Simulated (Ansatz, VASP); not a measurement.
# Two plane-wave programs on InSe2

Contents of INCAR:

```
PREC = Accurate ; ENCUT = 520
EDIFF = 1E-7 ; ISMEAR = 0
SIGMA = 0.1 ; LREAL = False
LASPH = True ; NELM = 80
ALGO = Normal ; ISIF = 2
LWAVE = False ; LCHARG = True
GGA = PE ; LELF = True
LVHAR = True ; NBANDS = 34
```

KPOINTS

```
Automatic mesh
0
Gamma
  4 4 4
```

The input POSCAR:

```
InSe2
1.0
    0.0000000000      4.1871067836      4.1871067836
    4.1871067836      0.0000000000      4.1871067836
    4.1871067836      4.1871067836      0.0000000000
In Se
2 4
Direct
    0.0000000000      0.0000000000      0.0000000000
    0.2500000000      0.2500000000      0.2500000000
    0.6250000000      0.6250000000      0.6250000000
    0.1250000000      0.6250000000      0.6250000000
    0.6250000000      0.6250000000      0.1250000000
    0.6250000000      0.1250000000      0.6250000000
```

Input for Ansatz:

```yaml
crystal:
  lattice:
    - [0.0, 4.1871067836, 4.1871067836]
    - [4.1871067836, 0.0, 4.1871067836]
    - [4.1871067836, 4.1871067836, 0.0]
  atoms:
    - { symbol: In, position: [0.0, 0.0, 0.0] }
    - { symbol: In, position: [0.25, 0.25, 0.25] }
    - { symbol: Se, position: [0.625, 0.625, 0.625] }
    - { symbol: Se, position: [0.125, 0.625, 0.625] }
    - { symbol: Se, position: [0.625, 0.625, 0.125] }
    - { symbol: Se, position: [0.625, 0.125, 0.625] }
basis:
  ecutwfc: 420
kpoints:
  mp_grid: { grid: [4, 4, 4] }
hamiltonian:
  xc: pbe
scf:
  occupations: { method: gaussian, width: 0.1 }
  lower_state_search: "off"
output:
  forces: true
  stress: true
  eigenvalues: true
```

Alike in both runs: task single point; functional PBE; k mesh 4 × 4 × 4; occupations gaussian, width 0.1 eV; no spin polarisation.

|  | VASP | Ansatz |
| --- | --- | --- |
| version | VASP 6.6.1 | Ansatz 0.2.0 |
| potentials or method | VASP PAW PBE potentials, release 64 (In_d, Se), cutoff 520 eV | scalar-relativistic, plane waves, PAW |
| valence electrons in the cell | 50 | 90 |

|  | VASP | Ansatz | Ansatz less VASP |
| --- | --- | --- | --- |
| gap on the k mesh at the Fermi level (eV) | none | none | - |
| pressure (GPa) | 2.8 | 2.8 | 0.00 |

A gap of «none» marks a metal or a gap that the smearing closes. With one functional, cell and mesh, what is left measures potentials, basis and numerics. VASP's potentials hold 50 valence electrons a cell and Ansatz's 90, so a difference there can come from the potentials and not from the codes.
